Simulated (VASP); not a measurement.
# Zr (Fm-3m) in VASP: notebook

Aim: see how the results for Zr move with the level of theory and the settings. Levels: BLYP, RPBE+D3(BJ). Tasks: single point.

Everything below comes from runs of VASP 6.6.1. Logs are shortened: lines on timing, memory, paths and dates and some standing lists are left out, and cuts for length are marked.

**1. The cell of the first run**

Symmetry: Fm-3m, No. 225, cubic system. The conventional cell has a = 4.529 Å, b = 4.529 Å, c = 4.529 Å, α = 90.00°, β = 90.00°, γ = 90.00°. Within 4.2 Å of Zr (site symmetry m-3m) lie 12 Zr at 3.20 Å.

**2. Single point, BLYP**

Input file INCAR:

```
SYSTEM = Zr
PREC     = Accurate       ! precision mode
ENCUT    = 500            ! plane-wave cutoff, eV
EDIFF    = 1E-6           ! SCF threshold, eV
ISMEAR   = 0              ! smearing method
SIGMA    = 0.1            ! smearing width, eV
LREAL    = .False.        ! projectors in reciprocal space
LASPH    = .True.         ! aspherical terms in the spheres
NELM     = 120            ! most SCF steps
ALGO     = Normal         ! electronic algorithm
ISIF     = 2              ! what is computed and relaxed
LWAVE    = .False.        ! write WAVECAR
LCHARG   = .False.        ! write CHGCAR
GGA      = B5             ! functional
ALDAX    = 1.0          
AGGAX    = 1.0          
AGGAC    = 1.0          
ALDAC    = 0.0          
NBANDS   = 12             ! bands
GGA_COMPAT= .False.
```

Input file KPOINTS:

```
Automatic mesh
0
Gamma
  10 10 10
  0 0 0
```

Input file POSCAR:

```
Zr
1.0
    0.0000000000      2.2646202716      2.2646202716
    2.2646202716      0.0000000000      2.2646202716
    2.2646202716      2.2646202716      0.0000000000
Zr
1
Direct
    0.0000000000      0.0000000000      0.0000000000
```

Potentials or basis: VASP PAW PBE potentials, release 64 (Zr_sv).

Started as:

```bash
$ cat potpaw_PBE.64/Zr_sv/POTCAR > POTCAR
$ mpirun -np 1 vasp_std > vasp.out
```

OUTCAR:

```text
SYSTEM = Zr
   PREC = Accurate
   ENCUT = 500
   EDIFF = 1E-6
   ISMEAR = 0
   LREAL = .False.
   LASPH = .True.
   NELM = 120
   ISIF = 2
   GGA = B5

 ion  position               nearest neighbor table
   1  0.000  0.000  0.000-

  LATTYP: Found a face centered cubic cell.
 ALAT       =     4.5292405432

  Lattice vectors:

 A1 = (   0.0000000000,   2.2646202716,   2.2646202716)
 A2 = (   2.2646202716,   0.0000000000,   2.2646202716)
 A3 = (   2.2646202716,   2.2646202716,   0.0000000000)

Analysis of symmetry for initial positions (statically):
=====================================================================
 Subroutine PRICEL returns:
 Original cell was already a primitive cell.

 Routine SETGRP: Setting up the symmetry group for a
 face centered cubic supercell.

 Subroutine GETGRP returns: Found 48 space group operations
 (whereof 48 operations were pure point group operations)
 out of a pool of 48 trial point group operations.

The static configuration has the point symmetry O_h .

Analysis of symmetry for dynamics (positions and initial velocities):
=====================================================================
 Subroutine PRICEL returns:
 Original cell was already a primitive cell.

 Routine SETGRP: Setting up the symmetry group for a
 face centered cubic supercell.

 Subroutine GETGRP returns: Found 48 space group operations
 (whereof 48 operations were pure point group operations)
 out of a pool of 48 trial point group operations.

The dynamic configuration has the point symmetry O_h .

 Subroutine INISYM returns: Found 48 space group operations
 (whereof 48 operations are pure point group operations),
 and found     1 'primitive' translations

----------------------------------------------------------------------------------------

                                     Primitive cell

  volume of cell :      23.2282

  direct lattice vectors                    reciprocal lattice vectors
     0.000000000  2.264620272  2.264620272    -0.220787567  0.220787567  0.220787567
     2.264620272  0.000000000  2.264620272     0.220787567 -0.220787567  0.220787567
     2.264620272  2.264620272  0.000000000     0.220787567  0.220787567 -0.220787567

  length of vectors
     3.202656702  3.202656702  3.202656702     0.382415284  0.382415284  0.382415284

  position of ions in fractional coordinates (direct lattice)
     0.000000000  0.000000000  0.000000000

  ion indices of the primitive-cell ions
   primitive index   ion index
                 1           1

----------------------------------------------------------------------------------------

 KPOINTS: Automatic mesh

Automatic generation of k-mesh.
 Grid dimensions read from file:
 generate k-points for:   10   10   10

 Generating k-lattice:

  Cartesian coordinates                     Fractional coordinates (reciprocal lattice)
    -0.022078757  0.022078757  0.022078757     0.100000000  0.000000000  0.000000000
     0.022078757 -0.022078757  0.022078757     0.000000000  0.100000000  0.000000000
     0.022078757  0.022078757 -0.022078757     0.000000000  0.000000000  0.100000000

  Length of vectors
     0.038241528  0.038241528  0.038241528

  Shift w.r.t. Gamma in fractional coordinates (k-lattice)
     0.000000000  0.000000000  0.000000000

 Subroutine IBZKPT returns following result:
 ===========================================

 Found     47 irreducible k-points:

 Following reciprocal coordinates:
            Coordinates               Weight
  0.000000  0.000000  0.000000      1.000000
  0.100000  0.000000  0.000000      8.000000
  0.200000  0.000000  0.000000      8.000000
  0.300000  0.000000  0.000000      8.000000
  0.400000  0.000000  0.000000      8.000000
  0.500000  0.000000  0.000000      4.000000
[... 16 lines left out ...]
  0.300000  0.300000  0.000000      6.000000
  0.400000  0.300000  0.000000     24.000000
 [... further k-points ...]
   k-points           NKPTS =     47   k-points in BZ     NKDIM =     47   number of bands    NBANDS=     12
   number of dos      NEDOS =    301   number of ions     NIONS =      1
   total plane-waves  NPLWV =  13824
   dimension x,y,z NGX =    24 NGY =   24 NGZ =   24
   dimension x,y,z NGXF=    48 NGYF=   48 NGZF=   48
   ions per type =               1
   NGX,Y,Z   is equivalent  to a cutoff of  12.46, 12.46, 12.46 a.u.
   NGXF,Y,Z  is equivalent  to a cutoff of  24.92, 24.92, 24.92 a.u.
 SYSTEM =  Zr
   PREC   = accura    normal or accurate (medium, high low for compatibility)
   ISTART =      0    job   : 0-new  1-cont  2-samecut
   ICHARG =      2    charge: 1-file 2-atom 10-const
   ISPIN  =      1    spin polarized calculation?
   LNONCOLLINEAR =      F non collinear calculations
   LSORBIT =      F    spin-orbit coupling
   LASPH  =      T    aspherical Exc in radial PAW
   ENCUT  =  500.0 eV  36.75 Ry    6.06 a.u.   5.84  5.84  5.84*2*pi/ulx,y,z
   NELM   =    120;   NELMIN=  2; NELMDL= -5     # of ELM steps
   EDIFF  = 0.1E-05   stopping-criterion for ELM
   LREAL  =      F    real-space projection
   EDIFFG = 0.1E-04   stopping-criterion for IOM
   NSW    =      0    number of steps for IOM
   IBRION =     -1    ionic relax: 0-MD 1-quasi-New 2-CG
   NFREE  =      0    steps in history (QN), initial steepest desc. (CG)
   ISIF   =      2    stress and relaxation
   ISYM   =      2    0-nonsym 1-usesym 2-fastsym
   POTIM  = 0.5000    time-step for ionic-motion
   TEBEG  =    0.0;   TEEND  =   0.0 temperature during run
   PSTRESS=    0.0 pullay stress
   NELECT =      12.0000    total number of electrons
   NUPDOWN=      -1.0000    fix difference up-down
   EMIN   =  10.00;   EMAX   =-10.00  energy-range for DOS
   EFERMI =   0.00;   METHOD = LEGACY
   ISMEAR =     0;   SIGMA  =   0.10  broadening in eV -4-tet -1-fermi 0-gaus
   EFERMI_NEDOS =   21; number of points for ismear=-14 and -15
   IALGO  =     38    algorithm
   IMIX   =      4    mixing-type and parameters
     AMIX     =   0.40;   BMIX     =  1.00
     AMIX_MAG =   1.60;   BMIX_MAG =  1.00
  volume/ion in A,a.u.               =      23.23       156.75
  Fermi-wavevector in a.u.,A,eV,Ry     =   1.313600  2.482344 23.477470  1.725545
  Thomas-Fermi vector in A             =   2.443912
   LORBIT       =      0    0 simple, 1 ext, 2 COOP (PROOUT), +10 PAW based schemes
   GGA     = B5    functional components
   LHFCALC =     F    Hartree Fock is set to
   AEXX    =    0.0000 exact exchange contribution
   IVDW    =     0    specifies the selected vdW correction
   LEPSILON=     F    determine dielectric tensor
   LRPA    =     F    only Hartree local field effects (RPA)
 non-spin polarized calculation
 Gauss-broadening in eV      SIGMA  =   0.10
  energy-cutoff  :      500.00
  volume of cell :       23.23
 maximum number of plane-waves:       609
   NGX = 11   NGY = 11   NGZ = 11

 number of electron      12.0000000 magnetization

 Free energy of the ion-electron system (eV)
  ---------------------------------------------------
  ext. energy  EPLUGINS =         0.00000000
  ---------------------------------------------------
  free energy    TOTEN  =        -7.28584424 eV

  energy without entropy =       -7.27839528  energy(sigma->0) =       -7.28211976

 E-fermi :   9.4247     XC(G=0): -10.5192

 val. band max:        9.4207376757   @ k =   0.2000   0.1000   0.0000
 cond. band min:       9.4783334314   @ k =   0.4000   0.1000   0.0000
 fundamental gap:      0.0575957557
 Fermi energy:         9.4247420070

 k-point     1 :       0.0000    0.0000    0.0000
  band No.  band energies     occupation
      1     -39.2156      2.00000
      2     -16.8284      2.00000
      3     -16.8284      2.00000
      4     -16.8284      2.00000
      5       4.0242      2.00000
      6      10.3284      0.00000
      7      10.3284      0.00000
      8      10.3284      0.00000
      9      12.7057      0.00000
     10      12.7057      0.00000
     11      20.0227      0.00000
     12      24.2580      0.00000

 k-point     2 :       0.1000    0.0000    0.0000
  band No.  band energies     occupation
      1     -39.2021      2.00000
      2     -16.9262      2.00000
      3     -16.8405      2.00000
      4     -16.8405      2.00000
      5       4.3421      2.00000
      6      10.0604      0.00000
      7      10.4706      0.00000
      8      10.4706      0.00000
      9      12.5765      0.00000
     10      12.5765      0.00000
     11      20.6755      0.00000
     12      23.0918      0.00000

 k-point     3 :       0.2000    0.0000    0.0000
  band No.  band energies     occupation
      1     -39.1667      2.00000
      2     -17.1761      2.00000
      3     -16.8722      2.00000
      4     -16.8722      2.00000
      5       5.1732      2.00000
      6       9.5676      0.04329
      7      10.6808      0.00000
      8      10.6808      0.00000
      9      12.5224      0.00000
     10      12.5224      0.00000
     11      21.0897      0.00000
     12      22.5660      0.00000
[... 286 lines left out ...]
 k-point    23 :       0.3000    0.3000    0.0000
  band No.  band energies     occupation
      1     -39.0919      2.00000
      2     -17.4406      2.00000
      3     -17.0546      2.00000
      4     -17.0546      2.00000
      5       6.5910      2.00000
      6       8.0339      2.00000
      7      10.5670      0.00000
      8      12.5418      0.00000
      9      12.5418      0.00000
     10      13.7765      0.00000
     11      23.1935      0.00000
     12      23.1935      0.00000

 k-point    24 :       0.4000    0.3000    0.0000
  band No.  band energies     occupation
      1     -39.0634      2.00000
      2     -17.5646      2.00000
      3     -17.1243      2.00000
      4     -17.0925      2.00000
      5       6.8934      2.00000
      6       7.8146      2.00000
      7      10.5409      0.00000
      8      12.7536      0.00000
      9      13.7867      0.00000
     10      14.3553      0.00000
     11      21.0479      0.00000
     12      22.2027      0.00000

 [... further k-points ...]
[... 5 lines left out ...]
  --------------------------------------------------------------------------------------
  -------------------------------------------------------------------------------------
  Total        0.4588906      0.4588906      0.4588906     -0.0000000     -0.0000000      0.0000000
  in kB       31.6521742     31.6521742     31.6521742     -0.0000000     -0.0000000      0.0000000
  external PRESSURE =      31.6521742 kB  Pullay stress =       0.0000000 kB

 VOLUME and BASIS-vectors are now :
 -----------------------------------------------------------------------------
  energy-cutoff  :      500.00
  volume of cell :       23.23
      direct lattice vectors                 reciprocal lattice vectors
     0.000000000  2.264620272  2.264620272    -0.220787567  0.220787567  0.220787567
     2.264620272  0.000000000  2.264620272     0.220787567 -0.220787567  0.220787567
     2.264620272  2.264620272  0.000000000     0.220787567  0.220787567 -0.220787567

 POSITION                                       TOTAL-FORCE (eV/Angst)
 -----------------------------------------------------------------------------------
      0.00000      0.00000      0.00000         0.000000     -0.000000     -0.000000
 -----------------------------------------------------------------------------------
    total drift:                                0.000000      0.000000     -0.000000

  FREE ENERGIE OF THE ION-ELECTRON SYSTEM (eV)
  ---------------------------------------------------
  free  energy   TOTEN  =        -7.2858442422 eV

  energy  without entropy=       -7.2783952840  energy(sigma->0) =       -7.28211976
```

It took 15 s on 1 thread of Intel Xeon Platinum 8259CL at 2.50GHz (Skylake/Cascade Lake), shared host; peak memory 0.14 GiB.

Results:

- Free energy: -7.2858 eV
- Pressure: 3.2 GPa
- Band gap on the k mesh: zero (band 6 reaches 10.33 eV, above the bottom of band 7 at 9.13 eV)

Levels at points of the mesh, in eV from the Fermi level:
| k point | band 3 | band 4 | band 5 | band 6 | band 7 | band 8 | band 9 | band 10 |
| --- | --- | --- | --- | --- | --- | --- | --- | --- |
| (0.00, 0.00, 0.00) | -26.25 | -26.25 | -5.40 | 0.90 | 0.90 | 0.90 | 3.28 | 3.28 |
| (0.50, 0.00, 0.00) | -26.38 | -26.38 | -2.91 | 0.74 | 0.74 | 1.31 | 5.04 | 5.04 |
| (0.50, 0.50, 0.00) | -26.60 | -26.60 | -2.93 | -2.21 | 3.17 | 5.05 | 5.54 | 5.54 |

Caveat: the PAW data sets were made with another functional, which shifts forces and pressure a little.

**3. Single point, BLYP**

Input file INCAR:

```
  PREC = Accurate
  ENCUT = 500
  EDIFF = 1E-6
  ISMEAR = 0
  SIGMA = 0.1
  LREAL = False
  LASPH = True
  NELM = 120
  ALGO = Normal
  ISIF = 2
  LWAVE = False
  LCHARG = False
  GGA = B5
  ALDAX = 1.0
  AGGAX = 1.0
  AGGAC = 1.0
  ALDAC = 0.0
  NBANDS = 12
  GGA_COMPAT = False
```

Input file KPOINTS:

```
Automatic mesh
0
Gamma
  10 10 10
```

POSCAR is that of step 2.

Potentials or basis: VASP PAW PBE potentials, release 64 (Zr_sv).

Started as:

```bash
$ cat potpaw_PBE.64/Zr_sv/POTCAR > POTCAR
$ mpirun -np 1 vasp_std > vasp.out
```

Run time: 14 s. Hardware: 1 thread of Intel Xeon Platinum 8259CL at 2.50GHz (Skylake/Cascade Lake), shared host; peak memory 0.14 GiB.

The run converged. Its results:

```yaml
Free_energy: -7.2858 eV
Pressure: 3.2 GPa
Band_gap_on_the_k_mesh: zero (band 6 reaches 10.33 eV, above the bottom of band 7 at 9.13 eV)
```

Levels at points of the mesh, in eV from the Fermi level:
```tsv
k point	band 4	band 5	band 6	band 7	band 8	band 9
(0.00, 0.00, 0.00)	-26.25	-5.40	0.90	0.90	0.90	3.28
(0.50, 0.00, 0.00)	-26.38	-2.91	0.74	0.74	1.31	5.04
(0.50, 0.50, 0.00)	-26.60	-2.93	-2.21	3.17	5.05	5.54
```

Caveat: the PAW data sets were made with another functional, which shifts forces and pressure a little.

**4. Single point, RPBE+D3(BJ)**

Input file INCAR:

```
SYSTEM = Zr
PREC = Accurate ; ENCUT = 500
EDIFF = 1E-6 ; ISMEAR = -5
SIGMA = 0.1 ; LREAL = .FALSE.
LASPH = .TRUE. ; NELM = 120
ALGO = Normal ; ISIF = 2
LWAVE = .FALSE. ; LCHARG = .FALSE.
GGA = RP ; IVDW = 12
NBANDS = 12 ; NELECT = 10.0
GGA_COMPAT = .FALSE.
```

Input file KPOINTS:

```
Automatic mesh
0
G
  10 10 10
  0 0 0
```

POSCAR is that of step 3.

Started as:

```bash
$ cat potpaw_PBE.64/Zr_sv/POTCAR > POTCAR
$ mpirun -np 1 vasp_std > vasp.out
```

Run time: 10 s. Hardware: 1 thread of Intel Xeon Platinum 8259CL at 2.50GHz (Skylake/Cascade Lake), shared host; peak memory 0.15 GiB.

Results (log left out):

```
Free energy                : -29.2207 eV
Dispersion energy per atom : -3.628 eV
```

Levels at points of the mesh, in eV from the Fermi level:
```tsv
k point	band 2	band 3	band 4	band 5	band 6	band 7	band 8	band 9
(0.00, 0.00, 0.00)	-26.22	-26.22	-26.22	-3.16	2.09	2.09	2.09	4.24
(0.50, 0.00, 0.00)	-27.04	-26.33	-26.33	-1.17	1.98	1.98	3.20	5.82
(0.50, 0.50, 0.00)	-26.98	-26.51	-26.51	-1.20	-0.75	4.97	5.82	6.25
```

Caveat: the cell carries a net charge on a neutralising background, which shifts energy and pressure; the cell is charged against a uniform background, so pressure and absolute levels hang on convention; the PAW data sets were made with another functional, which shifts forces and pressure a little; pairwise dispersion overbinds metals, which lowers pressure and volume; tetrahedron occupations give inexact forces and stress in metals.
